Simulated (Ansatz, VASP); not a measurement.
## ZrB: VASP beside Ansatz

Contents of INCAR:

```
ALGO = Normal
EDIFF = 1E-6
ENCUT = 520
GGA = CA
ISIF = 2
ISMEAR = 0
LASPH = True
LCHARG = False
LREAL = False
LWAVE = False
NBANDS = 14
NELM = 100
PREC = Accurate
SIGMA = 0.15
```

File KPOINTS:

```
k-points
0
Gamma
  18 18 18
```

Contents of POSCAR:

```
ZrB
1.0
    0.0000000000      2.4471576088      2.4471576088
    2.4471576088      0.0000000000      2.4471576088
    2.4471576088      2.4471576088      0.0000000000
Zr B
1 1
Direct
    0.0000000000      0.0000000000      0.0000000000
    0.5000000000      0.5000000000      0.5000000000
```

Input for Ansatz:

```yaml
crystal:
  lattice:
    - [0.0, 2.4471576088, 2.4471576088]
    - [2.4471576088, 0.0, 2.4471576088]
    - [2.4471576088, 2.4471576088, 0.0]
  atoms:
    - { symbol: Zr, position: [0.0, 0.0, 0.0] }
    - { symbol: B, position: [0.5, 0.5, 0.5] }
basis:
  ecutwfc: 520.0
kpoints:
  mp_grid: { grid: [18, 18, 18] }
hamiltonian:
  xc: lda
scf:
  occupations: { method: gaussian, width: 0.15 }
output:
  forces: true
  stress: true
  eigenvalues: true
```

Alike in both runs: task single point; functional LDA; k mesh 18 × 18 × 18; occupations gaussian, width 0.15 eV; no spin polarisation.

|  | VASP | Ansatz |
| --- | --- | --- |
| version | VASP 6.6.1 | Ansatz 0.2.0 |
| potentials or method | VASP PAW LDA potentials, release 64 (Zr_sv, B), cutoff 520 eV | scalar-relativistic, plane waves, PAW |
| valence electrons in the cell | 15 | 15 |

```tsv
	VASP	Ansatz	Ansatz less VASP
gap on the k mesh at the Fermi level (eV)	none	none	-
pressure (GPa)	-6.1	-6.4	-0.31
```

LDA's correlation is that of Perdew and Zunger in VASP and of Perdew and Wang (1992) in Ansatz. A gap of «none» marks a metal or a gap that the smearing closes.
